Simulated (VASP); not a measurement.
SnPb2Se3: single point with PBE

The system is SnPb2Se3.

```
CELL_PARAMETERS angstrom
4.36081 0.00000 0.00000
-2.18040 3.77657 0.00000
0.00000 0.00000 10.68836
ATOMIC_POSITIONS crystal
Sn 0.00000 0.00000 0.50000
Pb 0.66667 0.33333 0.83057
Pb 0.33333 0.66667 0.16943
Se 0.00000 0.00000 0.00000
Se 0.66667 0.33333 0.33994
Se 0.33333 0.66667 0.66006
```

```yaml
Program: VASP 6.6.1
Task: single point
Functional: PBE
Potentials_or_basis: VASP PAW PBE potentials, release 64 (Sn_d, Pb_d, Se)
Cutoff: 520 eV
k_mesh: 12 × 12 × 4
Occupations: gaussian, width 0.01 eV
Spin: no spin polarisation
```

```json
{"Pressure": "0.0 GPa", "Band gap on the k mesh": "0.12 eV"}
```

Levels at points of the mesh, in eV from the valence-band top:
```tsv
k point	band 27	band 28	band 29	band 30	band 31	band 32	band 33	band 34
(0.00, 0.00, 0.00)	-1.69	-1.69	-0.82	-0.69	1.02	1.39	1.92	1.92
(0.50, 0.00, 0.00)	-2.23	-2.23	-1.61	-1.27	1.60	1.62	2.47	2.47
(0.00, 0.00, 0.50)	-1.62	-1.53	-1.50	-0.02	0.12	1.46	1.46	2.76
(0.50, 0.00, 0.50)	-2.72	-1.63	-1.63	0.00	0.12	1.46	1.47	3.53
```

Run time: 7 min on 1 thread of Intel(R) Xeon(R) Platinum 8259CL CPU @ 2.50GHz (Skylake/Cascade Lake) (shared host), peak memory 0.56 GiB.

Caveat: spin-orbit coupling is left out, which moves the levels of the heavy elements. A k mesh can miss the band edges.
